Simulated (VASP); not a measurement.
## Hg: relaxation of cell and atoms with PBE+D3(BJ)

Crystal: Hg.

```xyz
3
Lattice="3.1217 -1.8046 0.0000 3.1217 1.8046 0.0000 -2.0875 0.0000 8.4441" Properties=species:S:1:pos:R:3 pbc="T T T"
Hg    4.1525    0.0000    2.8396
Hg    0.0035    0.0000    5.6044
Hg    0.0000    0.0000    0.0000
```

```yaml
Program: VASP 6.6.1
Task: relaxation of cell and atoms
Functional: PBE
Dispersion: D3(BJ)
Potentials_or_basis: VASP PAW PBE potentials, release 64 (Hg)
Cutoff: 600 eV
k_mesh: 8 × 8 × 4
Occupations: fermi-dirac, width 0.02 eV
Spin: no spin polarisation
Dipole_correction: no
Further_INCAR_settings: ALGO = Normal; EDIFF = 1e-06; IBRION = 2; EDIFFG = -0.005; NSW = 80; ISIF = 3
```

```yaml
Relaxed_volume: 25.63 Å³/atom
Relaxed_cell: a = 3.297 Å, b = 3.297 Å, c = 8.235 Å, α = 99.97°, β = 99.97°, γ = 61.26°
Space_group_after_relaxing_to_0.1_Å: C2/m (No. 12)
Energy_gained_by_relaxing: 39.2 meV/atom
Ionic_steps: 47
Pressure_after_relaxing: 0.0 GPa
Band_gap_on_the_k_mesh: zero (bands 18 and 19 overlap by 1.14 eV)
Dispersion_energy_per_atom: -0.408 eV
```

Forces on the atoms (eV/Å):
```
Hg  -0.002  0.000 -0.002
Hg   0.002  0.000  0.002
Hg   0.000  0.000  0.000
```

Step by step:
| step | energy change (eV) | largest force (eV/Å) | pressure (GPa) | volume (Å³) |
| --- | --- | --- | --- | --- |
| 1 | 0.0000 | 0.0013 | -1.63 | 95.14 |
| 3 | -0.0922 | 0.0283 | -0.85 | 83.63 |
| 5 | -0.1072 | 0.0396 | -0.41 | 80.03 |
| 7 | -0.1097 | 0.0487 | 0.01 | 77.79 |
| 9 | -0.1153 | 0.0108 | 0.08 | 77.08 |
| 11 | -0.1161 | 0.0154 | -0.08 | 77.32 |
| 13 | -0.1163 | 0.0191 | -0.24 | 77.65 |
| 15 | -0.1163 | 0.0183 | -0.17 | 77.58 |
| 17 | -0.1168 | 0.0182 | -0.06 | 77.26 |
| 19 | -0.1169 | 0.0182 | -0.09 | 77.21 |
| 21 | -0.1169 | 0.0182 | -0.07 | 77.18 |
| 23 | -0.1171 | 0.0143 | 0.02 | 76.95 |
| 25 | -0.1172 | 0.0108 | -0.02 | 76.95 |
| 27 | -0.1172 | 0.0097 | -0.06 | 77.06 |
| 29 | -0.1172 | 0.0098 | -0.04 | 77.04 |
| 31 | -0.1173 | 0.0105 | 0.01 | 76.91 |
| 33 | -0.1174 | 0.0063 | -0.03 | 76.92 |
| 35 | -0.1174 | 0.0062 | 0.02 | 76.78 |
| 37 | -0.1175 | 0.0056 | 0.06 | 76.67 |
| 39 | -0.1176 | 0.0045 | -0.02 | 76.92 |
| 41 | -0.1176 | 0.0042 | 0.00 | 76.91 |
| 43 | -0.1176 | 0.0043 | 0.00 | 76.99 |
| 45 | -0.1177 | 0.0034 | -0.01 | 76.95 |
| 47 | -0.1177 | 0.0027 | 0.00 | 76.89 |

Final structure:
```yaml
crystal:
  lattice:
    - [2.83701, -1.67989, 0.04267]
    - [2.83701, 1.67989, 0.04267]
    - [-1.77741, 0.00000, 8.04042]
  atoms:
    - { symbol: Hg, position: [0.76728, 0.76728, 0.33434] }
    - { symbol: Hg, position: [0.23272, 0.23272, 0.66566] }
    - { symbol: Hg, position: [0.00000, 0.00000, 0.00000] }
```

Levels at points of the mesh, in eV from the Fermi level:
```tsv
k point	band 15	band 16	band 17	band 18	band 19	band 20	band 21	band 22
(0.00, 0.00, 0.00)	-5.61	-5.54	-4.79	-4.76	3.77	3.81	12.23	12.43
(0.50, 0.00, 0.00)	-5.36	-2.16	-1.89	-0.36	-0.23	1.61	1.62	6.88
(0.50, 0.50, 0.00)	-5.37	-1.84	-1.65	-0.48	-0.36	2.25	2.29	5.43
(0.00, 0.00, 0.50)	-5.83	-5.52	-5.47	-1.38	-0.90	9.63	9.72	11.73
(0.50, 0.00, 0.50)	-5.35	-1.95	-1.80	-0.99	-0.65	2.40	2.56	5.05
(0.50, 0.50, 0.50)	-5.37	-1.92	-1.60	-0.45	-0.29	2.07	2.08	6.38
```

Run time: 29 min on 1 thread of Intel(R) Xeon(R) 6975P-C (Granite Rapids), on a shared host, peak memory 0.36 GiB.

Caveat: the volume moved by over 15 % at a fixed basis, so the end points are rough; spin-orbit coupling is left out, which moves the levels of the heavy elements.
